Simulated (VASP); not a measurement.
# CoMo18S36 (a cell with a defect) in VASP: notebook

Runs on CoMo18S36 (a cell with a defect). Level: PBE. Tasks: single point.

Program: VASP 6.6.1. These are calculated values, not measurements. Logs are shortened: lines on timing, memory, paths and dates and some standing lists are left out, and cuts for length are marked.

**1. The cell of the first run**

The cell holds a defect, 55 atoms: a = 9.367 Å, b = 9.367 Å, c = 12.083 Å, α = 90.00°, β = 90.00°, γ = 120.00°.

**2. Single point, PBE, collinear spin, ferromagnetic start**

Contents of INCAR:

```
  PREC = Accurate
  ENCUT = 520
  EDIFF = 1E-6
  ISMEAR = -1
  SIGMA = 0.01
  LREAL = Auto
  LASPH = True
  NELM = 200
  ALGO = Normal
  ISIF = 2
  LWAVE = False
  LCHARG = False
  ISPIN = 2
  MAGMOM = -0.02 -0.02 -0.02 0.05 0 0.01 0.05 -0.02 -0.02 -0.02 0.01 0 0.01 0 0 0.01 0 0 0 0 0 0 0 0 0.02 0 0 0 0 0 0 0 0 0.02 0 0 0 0 0 0 0 0 0 0 0 0 0 0 0 0 0 0 0 0 0.97
  LORBIT = 11
  NUPDOWN = 1.0
  LMAXMIX = 4
  GGA = PE
  NBANDS = 276
  GGA_COMPAT = False
```

Contents of KPOINTS:

```
regular mesh
0
Gamma
  1 1 1
```

Contents of POSCAR:

```
CoMo18S36
1.0
    9.3669868000      0.0000000800      0.0000000000
   -4.6834934700      8.1120484800      0.0000000000
    0.0000000000      0.0000000000     12.0827026900
Mo S Co
18 36 1
Direct
    0.2202349880      0.1106551950      0.2531916903
    0.1110209593      0.2205513080      0.7466235654
    0.2207814918      0.4452737932      0.2532809474
    0.1112147413      0.5555087586      0.7498660807
    0.2212949870      0.7783142061      0.2504810141
    0.1113901356      0.8879216267      0.7484294098
    0.5552108991      0.1109155999      0.2498854881
    0.4456930065      0.2211513308      0.7466441061
    0.5553864717      0.4457820521      0.2531238740
    0.4462395879      0.5556946826      0.7466048492
    0.5551207034      0.7785492569      0.2512996023
    0.4452073440      0.8880075332      0.7492881418
    0.8876306950      0.1110348976      0.2515001302
    0.7787462408      0.2216340445      0.7493007271
    0.8877162428      0.4447809441      0.2505586134
    0.7788611982      0.5553433831      0.7483289998
    0.8875656646      0.7784740078      0.2509723719
    0.7788764438      0.8878961091      0.7487945681
    0.2224740308      0.1091884753      0.6184202885
    0.1088782506      0.2220454960      0.3814810703
    0.2258357377      0.1149469672      0.8784106719
    0.1147198659      0.2254588112      0.1213501683
    0.2219690407      0.4447659024      0.6191835289
    0.1092651807      0.5568461304      0.3804177631
    0.2255553013      0.4413774835      0.8764421821
    0.1107795690      0.5552258510      0.1215923685
    0.2226918640      0.7766573826      0.6201533920
    0.1093494142      0.8879194730      0.3805256415
    0.2228905357      0.7779838152      0.8783390913
    0.1104288659      0.8903138709      0.1218740801
    0.5572379749      0.1096104867      0.6194388870
    0.4444729625      0.2216054033      0.3806001895
    0.5556842290      0.1110504817      0.8782308908
    0.4409001215      0.2249421923      0.1232176026
    0.5576114823      0.4442888090      0.6183989849
    0.4441618330      0.5573377332      0.3813441478
    0.5517480378      0.4409142562      0.8786330630
    0.4405279520      0.5512887260      0.1213773599
    0.5570802979      0.7783794105      0.6192152356
    0.4438216986      0.8897670758      0.3795795401
    0.5560385965      0.7760225059      0.8779008983
    0.4435734315      0.8884495404      0.1213867959
    0.8883274821      0.1096842626      0.6192410217
    0.7762465992      0.2222861788      0.3796760153
    0.8906401428      0.1107044938      0.8779140373
    0.7777702473      0.2225385654      0.1214578827
    0.8901582024      0.4440985169      0.6201358948
    0.7780497559      0.5566612445      0.3805503003
    0.8887766351      0.4439369752      0.8783497302
    0.7757827559      0.5556348411      0.1218828828
    0.8900170181      0.7768114308      0.6195253433
    0.7764081397      0.8895366514      0.3802477928
    0.8898542738      0.7768723858      0.8779111225
    0.7767929171      0.8896850959      0.1218622812
    0.3325166293      0.3340603875     -0.0000646949
```

Potentials or basis: VASP PAW PBE potentials, release 64 (Mo_sv, S, Co).

Command:

```sh
$ cat potpaw_PBE.64/Mo_sv/POTCAR potpaw_PBE.64/S/POTCAR potpaw_PBE.64/Co/POTCAR > POTCAR
$ mpirun -np 1 vasp_gam > vasp.out
```

OUTCAR:

```text
PREC = Accurate
   ENCUT = 520
   EDIFF = 1E-6
   ISMEAR = -1
   LREAL = Auto
   LASPH = True
   NELM = 200
   ISIF = 2
   ISPIN = 2
   LORBIT = 11
   NUPDOWN = 1.0
   GGA = PE

 ion  position               nearest neighbor table
   1  0.220  0.111  0.253-  28 2.37  20 2.38  34 2.38  32 2.38  30 2.39  22 2.39  17 3.11  13 3.12
                             5 3.12   3 3.13   7 3.14   9 3.14
   2  0.111  0.221  0.747-  43 2.37  19 2.38  25 2.38  23 2.38  45 2.39  21 2.39  18 3.11   6 3.12
                            14 3.12   8 3.13   4 3.14  10 3.14
   3  0.221  0.445  0.253-  24 2.37  36 2.38  20 2.38  26 2.39  38 2.39  22 2.39   5 3.12  15 3.12
                            13 3.13  11 3.13   1 3.13   9 3.13
   4  0.111  0.556  0.750-  49 2.38  29 2.38  47 2.38  27 2.38  23 2.39  25 2.40  16 3.11   6 3.11
                            14 3.12  12 3.12   2 3.14  10 3.14
   5  0.221  0.778  0.250-  30 2.38  42 2.38  40 2.39  24 2.39  28 2.39  26 2.39   3 3.12   1 3.12
                             7 3.12  15 3.12  11 3.13  17 3.13
   6  0.111  0.888  0.748-  51 2.38  27 2.38  53 2.38  19 2.39  29 2.39  21 2.42   4 3.11  18 3.11
                            16 3.12   2 3.12   8 3.13  12 3.13
   7  0.555  0.111  0.250-  42 2.38  46 2.38  40 2.38  44 2.38  32 2.39  34 2.40  11 3.11  13 3.11
                            15 3.12   5 3.12   9 3.14   1 3.14
   8  0.446  0.221  0.747-  31 2.37  35 2.38  19 2.38  33 2.39  21 2.39  37 2.39  14 3.12  12 3.12
                            16 3.13   6 3.13  10 3.13   2 3.13
   9  0.555  0.446  0.253-  48 2.37  36 2.38  34 2.38  32 2.38  50 2.39  38 2.39  17 3.11  15 3.12
[... 40 lines left out ...]
  40  0.444  0.890  0.380-  11 2.38   7 2.38   5 2.39
  41  0.556  0.776  0.878-  12 2.38  18 2.39  10 2.39
  42  0.444  0.888  0.121-   7 2.38   5 2.38  11 2.39
  43  0.888  0.110  0.619-   2 2.37  18 2.38  14 2.39
  44  0.776  0.222  0.380-  13 2.38   7 2.38  15 2.39
[... 8 lines left out ...]
  53  0.890  0.777  0.878-  18 2.38   6 2.38  16 2.38
  54  0.777  0.890  0.122-  17 2.38  13 2.38  11 2.38
  55  0.333  0.334  1.000-  25 2.29  38 2.29  22 2.30  37 2.30  21 2.31  34 2.31

  LATTYP: Found a hexagonal cell.
 ALAT       =     9.3669868000
 C/A-ratio  =     1.2899241718

  Lattice vectors:

 A1 = (   9.3669868000,   0.0000000800,   0.0000000000)
 A2 = (  -4.6834934700,   8.1120484800,   0.0000000000)
 A3 = (   0.0000000000,   0.0000000000,  12.0827026900)

Analysis of symmetry for initial positions (statically):
=====================================================================
 Subroutine PRICEL returns:
 Original cell was already a primitive cell.

 Routine SETGRP: Setting up the symmetry group for a
 hexagonal supercell.

 Subroutine GETGRP returns: Found  1 space group operations
 (whereof  1 operations were pure point group operations)
 out of a pool of 24 trial point group operations.

The static configuration has the point symmetry C_1 .

Analysis of symmetry for dynamics (positions and initial velocities):
=====================================================================
 Subroutine PRICEL returns:
 Original cell was already a primitive cell.

 Routine SETGRP: Setting up the symmetry group for a
 hexagonal supercell.

 Subroutine GETGRP returns: Found  1 space group operations
 (whereof  1 operations were pure point group operations)
 out of a pool of 24 trial point group operations.

The dynamic configuration has the point symmetry C_1 .

Analysis of structural, dynamic, and magnetic symmetry:
=====================================================================
 Subroutine PRICEL returns:
 Original cell was already a primitive cell.

 Routine SETGRP: Setting up the symmetry group for a
 hexagonal supercell.

 Subroutine GETGRP returns: Found  1 space group operations
 (whereof  1 operations were pure point group operations)
 out of a pool of 24 trial point group operations.

The overall configuration has the point symmetry C_1 .

 Subroutine INISYM returns: Found  1 space group operations
[... 46 lines left out ...]
  ---------------------------------------------------
  free energy    TOTEN  =      -395.59386419 eV

  energy without entropy =     -395.59384101  energy(sigma->0) =     -395.59385260

 E-fermi :   8.9787     XC(G=0): -11.1947

 val. band max:        8.8880466986   @ k =   0.0000   0.0000   0.0000
 cond. band min:       9.0694379741   @ k =   0.0000   0.0000   0.0000
 fundamental gap:      0.1813912755
 Fermi energy:         8.7231562105

 spin component 1

 k-point     1 :       0.0000    0.0000    0.0000
  band No.  band energies     occupation
      1     -53.0310      1.00000
      2     -53.0304      1.00000
      3     -52.9903      1.00000
      4     -52.9900      1.00000
      5     -52.9722      1.00000
      6     -52.9717      1.00000
[... 242 lines left out ...]
    249       9.8220      0.00000
    250       9.9120      0.00000
 Fermi energy:         8.9787423366

 spin component 2

 k-point     1 :       0.0000    0.0000    0.0000
  band No.  band energies     occupation
      1     -53.0047      1.00000
      2     -53.0046      1.00000
      3     -52.9816      1.00000
      4     -52.9815      1.00000
      5     -52.9742      1.00000
      6     -52.9738      1.00000
[... 242 lines left out ...]
    249       9.8391      0.00000
    250       9.9252      0.00000
 [bands above 250 left out]

------------------------ aborting loop because EDIFF is reached ----------------------------------------

  FORCE on cell =-STRESS in cart. coord.  units (eV):
  Direction    XX          YY          ZZ          XY          YZ          ZX
  --------------------------------------------------------------------------------------
  -------------------------------------------------------------------------------------
  Total       49.0469714     49.9996586     40.0267268      0.9477368      0.2488224     -0.4696186
  in kB       85.5910275     87.2535457     69.8499537      1.6538792      0.4342157     -0.8195234
  external PRESSURE =      80.8981757 kB  Pullay stress =       0.0000000 kB

 VOLUME and BASIS-vectors are now :
 -----------------------------------------------------------------------------
  energy-cutoff  :      520.00
  volume of cell :      918.11
      direct lattice vectors                 reciprocal lattice vectors
     9.366986800  0.000000080  0.000000000     0.106757917  0.061636713  0.000000000
    -4.683493470  8.112048480  0.000000000    -0.000000001  0.123273424  0.000000000
     0.000000000  0.000000000 12.082702690     0.000000000  0.000000000  0.082762940

 POSITION                                       TOTAL-FORCE (eV/Angst)
 -----------------------------------------------------------------------------------
      1.54469      0.89764      3.05924         0.001594      0.009176     -0.005783
      0.00698      1.78912      9.02123         0.002652      0.006803     -0.000092
     -0.01738      3.61208      3.06032         0.000653     -0.004467     -0.000988
     -1.55997      4.50631      9.06041        -0.002010      0.002480     -0.007284
     -1.57236      6.31372      3.02649        -0.003999     -0.000850      0.002209
     -3.11519      7.20286      9.04305         0.009226     -0.010579     -0.019348
[... 47 lines left out ...]
      3.10937      7.21717      1.47243         0.000245     -0.010986      0.009880
      1.55011      2.70991     12.08192         0.006820     -0.006499      0.002058
 -----------------------------------------------------------------------------------
    total drift:                               -0.003348     -0.002686     -0.000619

  FREE ENERGIE OF THE ION-ELECTRON SYSTEM (eV)
  ---------------------------------------------------
  free  energy   TOTEN  =      -395.5938641921 eV

  energy  without entropy=     -395.5938410111  energy(sigma->0) =     -395.59385260

 total charge

# of ion       s       p       d       tot
------------------------------------------
    1        2.297   6.231   4.035  12.562
    2        2.297   6.231   4.035  12.562
    3        2.295   6.230   4.033  12.558
    4        2.293   6.227   4.025  12.544
    5        2.296   6.230   4.021  12.547
    6        2.292   6.225   4.028  12.546
[... 47 lines left out ...]
   54        1.366   2.356   0.000   3.722
   55        0.361   0.429   7.581   8.371
--------------------------------------------------
tot         90.737 197.390  80.080 368.207

 magnetization (x)

# of ion       s       p       d       tot
------------------------------------------
    1       -0.000  -0.000  -0.018  -0.019
    2       -0.000  -0.000  -0.019  -0.019
    3       -0.000  -0.000  -0.022  -0.023
    4        0.003   0.002   0.055   0.059
    5       -0.000  -0.000  -0.003  -0.003
    6        0.001   0.001   0.011   0.013
[... 47 lines left out ...]
   54        0.000  -0.001   0.000  -0.001
   55        0.004   0.003   0.890   0.896
--------------------------------------------------
tot          0.038   0.010   0.910   0.958
```

Run time: 52 min. Hardware: 1 thread of Intel Xeon 8259CL, shared host; peak memory 1.3 GiB.

What came out:

```
Free energy                                           : -395.5939 eV
Pressure                                              : 8.1 GPa
Largest force                                         : 0.024 eV/Å
Net moment                                            : 1.00 μB per cell
Site moments                                          : Mo -0.02, +0.06, -0.00, +0.01, +0.00 (each value once); S -0.00, +0.00, +0.01 (each value once); Co +0.90 μB
Valence electrons inside the program's atomic spheres : Mo 12.56, 12.54, 12.55 (each value once); S 3.72, 3.73 (each value once); Co 8.37
```

Forces on the atoms (eV/Å):
```
Mo   0.002  0.009 -0.006
Mo   0.003  0.007  0.000
Mo   0.001 -0.004 -0.001
Mo  -0.002  0.002 -0.007
Mo  -0.004 -0.001  0.002
Mo   0.009 -0.011 -0.019
Mo   0.008 -0.003  0.013
Mo  -0.004  0.002  0.000
Mo  -0.004 -0.008 -0.001
Mo  -0.002 -0.003  0.001
Mo  -0.001  0.007  0.012
Mo  -0.005  0.008 -0.002
Mo  -0.012  0.005  0.013
Mo   0.001 -0.002 -0.003
Mo   0.006  0.001 -0.004
Mo   0.003  0.000 -0.009
Mo  -0.003  0.002  0.000
Mo   0.004 -0.004 -0.003
S   -0.003 -0.007  0.018
S   -0.004 -0.006 -0.019
S    0.002  0.008 -0.006
S    0.004  0.004  0.009
S    0.002  0.000  0.011
S   -0.002  0.000 -0.015
S    0.003 -0.007 -0.005
S    0.001  0.001  0.018
S   -0.001  0.000  0.020
S    0.002 -0.007 -0.011
S    0.004 -0.004 -0.009
S   -0.001 -0.003  0.010
S    0.000 -0.005  0.015
S   -0.001  0.003 -0.012
S   -0.003  0.002 -0.015
S   -0.006  0.009 -0.002
S    0.002  0.003  0.016
S    0.000  0.003 -0.015
S   -0.001 -0.003 -0.021
S   -0.001  0.006  0.017
S   -0.002  0.007  0.014
S   -0.001  0.001 -0.020
S    0.003  0.002 -0.008
S   -0.001  0.001  0.014
S   -0.004 -0.001  0.016
S    0.001 -0.001 -0.020
S    0.001 -0.001 -0.009
S   -0.005 -0.001  0.014
S    0.000  0.000  0.019
S    0.005  0.002 -0.013
S    0.003 -0.002 -0.014
S    0.001  0.003  0.010
S    0.003  0.001  0.021
S   -0.001  0.003 -0.018
S   -0.009 -0.001 -0.009
S    0.000 -0.011  0.010
Co   0.007 -0.006  0.002
```

Caveat: the k points lie up to 0.77 Å⁻¹ apart; the total moment is fixed, so each spin has its own Fermi level and the state may be an excited one.

**3. Single point, PBE, collinear spin**

Contents of INCAR:

```
PREC = Accurate
ENCUT = 520
EDIFF = 1E-6
ISMEAR = -1
SIGMA = 0.01
LREAL = Auto
LASPH = True
NELM = 200
ALGO = Normal
ISIF = 2
LWAVE = False
LCHARG = True
ISPIN = 2
MAGMOM = -0.02 -0.02 0 -0.02 -0.02 -0.01 -0.02 -0.02 -0.05 -0.03 -0.02 -0.01 -0.02 -0.02 0 -0.02 -0.02 -0.03 -0.01 -0.01 0 0 -0.01 -0.01 0 0 -0.01 -0.01 0 0 -0.01 0 0 0.01 -0.01 -0.01 0.02 0.02 -0.01 -0.01 0.01 0 0 -0.01 0 0 -0.01 -0.01 0 0.02 -0.01 -0.01 0.01 0 1.44
LORBIT = 11
NUPDOWN = 1.0
LMAXMIX = 4
GGA = PE
LELF = True
LVHAR = True
NBANDS = 276
NELECT = 475.0
GGA_COMPAT = False
```

Contents of KPOINTS:

```
Automatic mesh
0
Gamma
  1 1 1
```

Contents of POSCAR:

```
CoMo18S36
1.0
    9.3669868000      0.0000000800      0.0000000000
   -4.6834934700      8.1120484800      0.0000000000
    0.0000000000      0.0000000000     12.0827026900
Mo S Co
18 36 1
Direct
    0.2222892137      0.1114463239      0.2529152689
    0.1114171044      0.2221161517      0.7472334818
    0.2216238284      0.4441540249      0.2518583862
    0.1114216233      0.5560398218      0.7472223915
    0.2222966251      0.7775282652      0.2529105514
    0.1120763755      0.8894076519      0.7482941716
    0.5562090047      0.1114523610      0.2529116273
    0.4441435097      0.2214768525      0.7482983097
    0.5551166021      0.4432112264      0.2563811326
    0.4431894507      0.5549606829      0.7437652180
    0.5551305681      0.7786082604      0.2563875053
    0.4441459436      0.8893985264      0.7482925163
    0.8895608802      0.1120900511      0.2518506892
    0.7775056749      0.2221255139      0.7472286815
    0.8895618150      0.4441728791      0.2518405094
    0.7785801334      0.5549600633      0.7437573555
    0.8905174382      0.7786017236      0.2563798911
    0.7785822017      0.8903508103      0.7437631489
    0.2228635114      0.1106852337      0.6190757310
    0.1108387024      0.2228709549      0.3810740128
    0.2222177753      0.1113329123      0.8772571230
    0.1114904217      0.2222360968      0.1228930346
    0.2201376840      0.4434317659      0.6174060714
    0.1108354887      0.5546504070      0.3810692126
    0.2236006390      0.4451720168      0.8756439905
    0.1114976444      0.5559435452      0.1228883171
    0.2228661308      0.7789196524      0.6190711790
    0.1135775188      0.8901283084      0.3827331615
    0.2222203848      0.7776204738      0.8772526538
    0.1101047058      0.8883899066      0.1244984701
    0.5546297133      0.1106838745      0.6190758965
    0.4436002662      0.2201627578      0.3827394515
    0.5559187199      0.1113255126      0.8772543091
    0.4453361289      0.2236351236      0.1244974770
    0.5543182311      0.4418393165      0.6169641173
    0.4419960603      0.5543471511      0.3831855437
    0.5579324699      0.4490500722      0.8740488176
    0.4491984358      0.5579482143      0.1261167339
    0.5543248183      0.7792115606      0.6169642001
    0.4436128900      0.8901338524      0.3827387066
    0.5579318007      0.7756098809      0.8740462520
    0.4453492438      0.8883965600      0.1244973115
    0.8900994130      0.1134015571      0.6174079750
    0.7790836413      0.2228973288      0.3810638330
    0.8883647291      0.1099300542      0.8756477149
    0.7777948611      0.2222463219      0.1228831031
    0.8901042632      0.4434375531      0.6174008574
    0.7793773886      0.5543478874      0.3831767709
    0.8883757834      0.4451816256      0.8756439905
    0.7757632215      0.5579522791      0.1260928982
    0.8917113450      0.7792237613      0.6169591515
    0.7793899070      0.8917258021      0.3831805780
    0.8844922630      0.7756035907      0.8740301132
    0.7757800606      0.8845120879      0.1261013400
    0.6668454234      0.6668260132      0.0000719210
```

Potentials or basis: VASP PAW PBE potentials, release 64 (Mo_sv, S, Co).

Command:

```sh
$ cat potpaw_PBE.64/Mo_sv/POTCAR potpaw_PBE.64/S/POTCAR potpaw_PBE.64/Co/POTCAR > POTCAR
$ mpirun -np 1 vasp_gam > vasp.out
```

It took 57 min on 1 thread of Intel Xeon 8259CL, shared host; peak memory 1.3 GiB.

The run converged. Its results:

* Free energy: -412.8976 eV
* Largest force: 0.019 eV/Å
* Net moment: 1.00 μB per cell
* Site moments: Mo -0.04, +0.03, -0.05 (each value once); S -0.01, -0.00, +0.01 (each value once); Co +1.53 μB
* Valence electrons inside the program's atomic spheres: Mo 12.52, 12.54 (each value once); S 3.70, 3.71, 3.73 (each value once); Co 8.20

Forces on the atoms (eV/Å):
```
Mo  -0.001  0.000  0.000
Mo   0.001  0.000 -0.001
Mo  -0.001  0.000  0.006
Mo   0.000  0.001  0.000
Mo  -0.001 -0.001  0.002
Mo   0.002  0.000 -0.006
Mo   0.000  0.000  0.001
Mo  -0.001 -0.001 -0.007
Mo   0.001  0.001  0.001
Mo   0.000  0.001  0.000
Mo   0.001  0.000  0.000
Mo  -0.001  0.001 -0.005
Mo   0.001  0.002  0.005
Mo   0.000 -0.001 -0.001
Mo   0.002  0.000  0.007
Mo  -0.001  0.001 -0.001
Mo  -0.001 -0.001  0.000
Mo  -0.001 -0.001 -0.002
S    0.000 -0.001  0.019
S   -0.002  0.000 -0.018
S    0.002  0.000 -0.015
S   -0.001  0.001  0.015
S    0.002  0.000  0.017
S   -0.001 -0.001 -0.017
S   -0.001  0.000 -0.016
S    0.001  0.000  0.013
S   -0.001 -0.001  0.017
S   -0.003  0.001 -0.017
S   -0.001  0.001 -0.016
S   -0.001  0.002  0.015
S   -0.001 -0.001  0.018
S    0.000  0.002 -0.017
S    0.000  0.001 -0.014
S    0.002 -0.001  0.016
S   -0.001  0.000  0.017
S    0.002 -0.002 -0.016
S   -0.001 -0.010 -0.010
S   -0.009 -0.006  0.009
S    0.000 -0.001  0.014
S   -0.001  0.001 -0.017
S   -0.012  0.008 -0.011
S   -0.001 -0.001  0.013
S    0.002 -0.001  0.017
S    0.000 -0.003 -0.017
S    0.002  0.000 -0.016
S    0.001 -0.001  0.017
S    0.001  0.000  0.017
S   -0.002 -0.002 -0.015
S    0.000 -0.002 -0.014
S    0.014 -0.006  0.011
S   -0.001  0.000  0.017
S    0.000 -0.001 -0.017
S    0.011  0.009 -0.011
S    0.001  0.014  0.011
Co   0.000 -0.001  0.000
```

Caveat: the k points lie up to 0.77 Å⁻¹ apart; the cell carries a net charge on a neutralising background, which shifts energy and pressure; the cell is charged against a uniform background, so pressure and absolute levels hang on convention; the total moment is fixed, so each spin has its own Fermi level and the state may be an excited one.
